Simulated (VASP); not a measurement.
NaCl:

```
Na Cl
1.0
     0.00000    3.12648    3.12648
     3.12648    0.00000    3.12648
     3.12648    3.12648    0.00000
Na Cl
1 1
Direct
  0.00000 0.00000 0.00000
  0.25000 0.25000 0.25000
```

```yaml
Program: VASP 6.6.1
Task: relaxation of cell and atoms
Functional: LDA
Potentials_or_basis: VASP PAW LDA potentials, release 64 (Na_pv, Cl)
Cutoff: 600 eV
k_mesh: 6 × 6 × 6
Occupations: fermi-dirac, width 0.02 eV
Spin: no spin polarisation
```

At the start: pressure -1.8 GPa; volume 30.56 Å³/atom.

**Question.** How do energy, volume and symmetry change on relaxing?

**Answer.** Over 4 steps the energy falls by 19.7 meV/atom and the volume is 27.40 Å³/atom (-10.3 %); space group F-43m (No. 216, to 0.1 Å) before and after.

The path:
| step | energy change (eV) | largest force (eV/Å) | pressure (GPa) | volume (Å³) |
| --- | --- | --- | --- | --- |
| 1 | 0.0000 | 0.0000 | -1.81 | 61.12 |
| 2 | -0.0276 | 0.0000 | -1.09 | 58.11 |
| 3 | -0.0393 | 0.0000 | -0.12 | 55.14 |
| 4 | -0.0394 | 0.0000 | 0.01 | 54.80 |

Final structure:
```
CELL_PARAMETERS angstrom
0.00000 3.01466 3.01466
3.01466 0.00000 3.01466
3.01466 3.01466 0.00000
ATOMIC_POSITIONS crystal
Na 0.00000 0.00000 0.00000
Cl 0.25000 0.25000 0.25000
```

Caveat: the structure was generated, so it needn't be the stable form of NaCl.
